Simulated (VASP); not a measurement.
# ZrN (Fm-3m) in VASP: notebook

ZrN is run at these levels: PBE; tasks: single point.

All numbers are computed with VASP 6.6.1; they aren't measurements. Logs are shortened: lines on timing, memory, paths and dates and some standing lists are left out, and cuts for length are marked.

**1. The cell of the first run**

The structure is cubic, space group Fm-3m (No. 225). The conventional cell has a = 4.522 Å, b = 4.522 Å, c = 4.522 Å, α = 90.00°, β = 90.00°, γ = 90.00°. Zr (site symmetry m-3m) has 6 N at 2.26 Å within 3.0 Å. N (site symmetry m-3m) has 6 Zr at 2.26 Å within 3.0 Å.

**2. Single point, PBE**

Contents of INCAR:

```
PREC     = Accurate       # precision mode
ENCUT    = 600            # plane-wave cutoff, eV
EDIFF    = 1E-6           # SCF threshold, eV
ISMEAR   = 1              # smearing method
SIGMA    = 0.15           # smearing width, eV
LREAL    = F              # projectors in reciprocal space
LASPH    = T              # aspherical terms in the spheres
NELM     = 120            # most SCF steps
ALGO     = Normal         # electronic algorithm
ISIF     = 2              # what is computed and relaxed
LWAVE    = F              # write WAVECAR
LCHARG   = F              # write CHGCAR
GGA      = PE             # functional
NBANDS   = 16             # bands
GGA_COMPAT= F
```

Contents of KPOINTS:

```
Automatic mesh
0
Gamma
  11 11 11
```

Contents of POSCAR:

```
ZrN
1.0
    0.0000000000      2.2610094167      2.2610094167
    2.2610094167      0.0000000000      2.2610094167
    2.2610094167      2.2610094167      0.0000000000
Zr N
1 1
Direct
    0.5000000000      0.5000000000      0.5000000000
    0.0000000000      0.0000000000      0.0000000000
```

Potentials or basis: VASP PAW PBE potentials, release 64 (Zr_sv, N).

On the command line:

```console
> cat potpaw_PBE.64/Zr_sv/POTCAR potpaw_PBE.64/N/POTCAR > POTCAR
> mpirun -np 1 vasp_std > vasp.out
```

OUTCAR:

```text
PREC = Accurate
   ENCUT = 600
   EDIFF = 1E-6
   ISMEAR = 1
   LREAL = F
   LASPH = T
   NELM = 120
   ISIF = 2
   GGA = PE

 ion  position               nearest neighbor table
   1  0.500  0.500  0.500-   2 2.26   2 2.26   2 2.26   2 2.26   2 2.26   2 2.26
   2  0.000  0.000  0.000-   1 2.26   1 2.26   1 2.26   1 2.26   1 2.26   1 2.26

  LATTYP: Found a face centered cubic cell.
 ALAT       =     4.5220188334

  Lattice vectors:

 A1 = (   0.0000000000,   2.2610094167,   2.2610094167)
 A2 = (   2.2610094167,   0.0000000000,   2.2610094167)
 A3 = (   2.2610094167,   2.2610094167,   0.0000000000)

Analysis of symmetry for initial positions (statically):
=====================================================================
 Subroutine PRICEL returns:
 Original cell was already a primitive cell.

 Routine SETGRP: Setting up the symmetry group for a
 face centered cubic supercell.

 Subroutine GETGRP returns: Found 48 space group operations
 (whereof 48 operations were pure point group operations)
 out of a pool of 48 trial point group operations.

The static configuration has the point symmetry O_h .

Analysis of symmetry for dynamics (positions and initial velocities):
=====================================================================
 Subroutine PRICEL returns:
 Original cell was already a primitive cell.

 Routine SETGRP: Setting up the symmetry group for a
 face centered cubic supercell.

 Subroutine GETGRP returns: Found 48 space group operations
 (whereof 48 operations were pure point group operations)
 out of a pool of 48 trial point group operations.

The dynamic configuration has the point symmetry O_h .

 Subroutine INISYM returns: Found 48 space group operations
 (whereof 48 operations are pure point group operations),
 and found     1 'primitive' translations

----------------------------------------------------------------------------------------

                                     Primitive cell

  volume of cell :      23.1173

  direct lattice vectors                    reciprocal lattice vectors
     0.000000000  2.261009417  2.261009417    -0.221140167  0.221140167  0.221140167
     2.261009417  0.000000000  2.261009417     0.221140167 -0.221140167  0.221140167
     2.261009417  2.261009417  0.000000000     0.221140167  0.221140167 -0.221140167

  length of vectors
[... 74 lines left out ...]
   ISTART =      0    job   : 0-new  1-cont  2-samecut
   ICHARG =      2    charge: 1-file 2-atom 10-const
   ISPIN  =      1    spin polarized calculation?
   LNONCOLLINEAR =      F non collinear calculations
   LSORBIT =      F    spin-orbit coupling
   LASPH  =      T    aspherical Exc in radial PAW
   ENCUT  =  600.0 eV  44.10 Ry    6.64 a.u.   6.39  6.39  6.39*2*pi/ulx,y,z
   NELM   =    120;   NELMIN=  2; NELMDL= -5     # of ELM steps
   EDIFF  = 0.1E-05   stopping-criterion for ELM
   LREAL  =      F    real-space projection
[... 7 lines left out ...]
   TEBEG  =    0.0;   TEEND  =   0.0 temperature during run
   PSTRESS=    0.0 pullay stress
   NELECT =      17.0000    total number of electrons
   NUPDOWN=      -1.0000    fix difference up-down
   EMIN   =  10.00;   EMAX   =-10.00  energy-range for DOS
   EFERMI =   0.00;   METHOD = LEGACY
   ISMEAR =     1;   SIGMA  =   0.15  broadening in eV -4-tet -1-fermi 0-gaus
   EFERMI_NEDOS =   21; number of points for ismear=-14 and -15
   IALGO  =     38    algorithm
   IMIX   =      4    mixing-type and parameters
     AMIX     =   0.40;   BMIX     =  1.00
     AMIX_MAG =   1.60;   BMIX_MAG =  1.00
  volume/ion in A,a.u.               =      11.56        78.00
  Fermi-wavevector in a.u.,A,eV,Ry     =   1.477674  2.792400 29.708618  2.183522
  Thomas-Fermi vector in A             =   2.592049
   LORBIT       =      0    0 simple, 1 ext, 2 COOP (PROOUT), +10 PAW based schemes
   GGA     = PE    functional components
   LHFCALC =     F    Hartree Fock is set to
   AEXX    =    0.0000 exact exchange contribution
   IVDW    =     0    specifies the selected vdW correction
   LEPSILON=     F    determine dielectric tensor
   LRPA    =     F    only Hartree local field effects (RPA)
 non-spin polarized calculation
 Methfessel and Paxton  Order N= 1 SIGMA  =   0.15
  energy-cutoff  :      600.00
  volume of cell :       23.12
 maximum number of plane-waves:       785
 NGX is ok and might be reduce to    28
   NGX = 13   NGY = 13   NGZ = 13

 number of electron      17.0000001 magnetization

 Free energy of the ion-electron system (eV)
  ---------------------------------------------------
  ext. energy  EPLUGINS =         0.00000000
  ---------------------------------------------------
  free energy    TOTEN  =       -20.31835873 eV

  energy without entropy =      -20.31744625  energy(sigma->0) =      -20.31805457

 E-fermi :  12.4662     XC(G=0): -12.7227

 val. band max:       12.4306522284   @ k =  -0.0909   0.0909   0.0000
 cond. band min:      12.4720815121   @ k =  -0.0909   0.0909   0.0000
 fundamental gap:      0.0414292837
 Fermi energy:        12.4662076035

 k-point     1 :       0.0000    0.0000    0.0000
  band No.  band energies     occupation
      1     -36.9673      2.00000
      2     -14.5429      2.00000
      3     -14.5429      2.00000
      4     -14.5429      2.00000
      5      -3.9378      2.00000
      6       9.7971      2.00000
[... 433 lines left out ...]
      3     -14.8100      2.00000
      4     -14.5814      2.00000
      5      -2.5761      2.00000
      6       6.2404      2.00000
[... 8 lines left out ...]
     15      25.6314      0.00000
     16      26.9262      0.00000

 [... further k-points ...]

------------------------ aborting loop because EDIFF is reached ----------------------------------------

  FORCE on cell =-STRESS in cart. coord.  units (eV):
  Direction    XX          YY          ZZ          XY          YZ          ZX
  --------------------------------------------------------------------------------------
  -------------------------------------------------------------------------------------
  Total        1.9417897      1.9417897      1.9417897      0.0000000      0.0000000      0.0000000
  in kB      134.5784931    134.5784931    134.5784931      0.0000000      0.0000000      0.0000000
  external PRESSURE =     134.5784931 kB  Pullay stress =       0.0000000 kB

 VOLUME and BASIS-vectors are now :
 -----------------------------------------------------------------------------
  energy-cutoff  :      600.00
  volume of cell :       23.12
      direct lattice vectors                 reciprocal lattice vectors
     0.000000000  2.261009417  2.261009417    -0.221140167  0.221140167  0.221140167
     2.261009417  0.000000000  2.261009417     0.221140167 -0.221140167  0.221140167
     2.261009417  2.261009417  0.000000000     0.221140167  0.221140167 -0.221140167

 POSITION                                       TOTAL-FORCE (eV/Angst)
 -----------------------------------------------------------------------------------
      2.26101      2.26101      2.26101         0.000000     -0.000000     -0.000000
      0.00000      0.00000      0.00000        -0.000000      0.000000      0.000000
 -----------------------------------------------------------------------------------
    total drift:                                0.000000      0.000000      0.000000

  FREE ENERGIE OF THE ION-ELECTRON SYSTEM (eV)
  ---------------------------------------------------
  free  energy   TOTEN  =       -20.3183587320 eV

  energy  without entropy=      -20.3174462466  energy(sigma->0) =      -20.31805457
```

OSZICAR:

```text
N       E                     dE             d eps       ncg     rms          rms(c)
DAV:   1     0.117711415452E+03    0.11771E+03   -0.96270E+03  1792   0.117E+03
DAV:   2    -0.174533323079E+02   -0.13516E+03   -0.12627E+03  2272   0.321E+02
DAV:   3    -0.236906234515E+02   -0.62373E+01   -0.61990E+01  2992   0.615E+01
DAV:   4    -0.237754820172E+02   -0.84859E-01   -0.84815E-01  2096   0.531E+00
DAV:   5    -0.237762408318E+02   -0.75881E-03   -0.75881E-03  2408   0.424E-01    0.237E+01
DAV:   6    -0.204445771307E+02    0.33317E+01   -0.70343E+00  2096   0.264E+01    0.908E+00
DAV:   7    -0.203422452557E+02    0.10233E+00   -0.50147E-01  2160   0.659E+00    0.742E+00
DAV:   8    -0.203328815525E+02    0.93637E-02   -0.21149E-01  2488   0.419E+00    0.422E+00
DAV:   9    -0.203181554925E+02    0.14726E-01   -0.42300E-02  2080   0.190E+00    0.777E-01
DAV:  10    -0.203183678291E+02   -0.21234E-03   -0.12341E-03  2216   0.382E-01    0.822E-02
DAV:  11    -0.203183620040E+02    0.58251E-05   -0.22028E-05  2240   0.405E-02    0.633E-02
DAV:  12    -0.203183589347E+02    0.30693E-05   -0.53103E-06  2232   0.169E-02    0.350E-03
DAV:  13    -0.203183587320E+02    0.20267E-06   -0.13478E-07  1168   0.381E-03
   1 F= -.20318359E+02 E0= -.20318055E+02  d E =-.912485E-03
```

Wall time 63 s (1 thread of AMD EPYC 7R43 (Zen 3), shared host); peak memory 0.13 GiB.

What came out:

| Quantity | Value |
| --- | --- |
| Free energy | -20.3184 eV |
| Pressure | 13.5 GPa |
| Band gap on the k mesh | zero (an odd number of electrons rules out a gap without spin polarisation) |

Levels at points of the mesh, in eV from the Fermi level:
| k point | band 7 | band 8 | band 9 | band 10 | band 11 | band 12 |
| --- | --- | --- | --- | --- | --- | --- |
| (0.00, 0.00, 0.00) | -2.67 | -2.67 | -0.37 | -0.37 | -0.37 | 1.73 |

Caveat: the cell stands under pressure.

(Continued in part 2 of 2.)
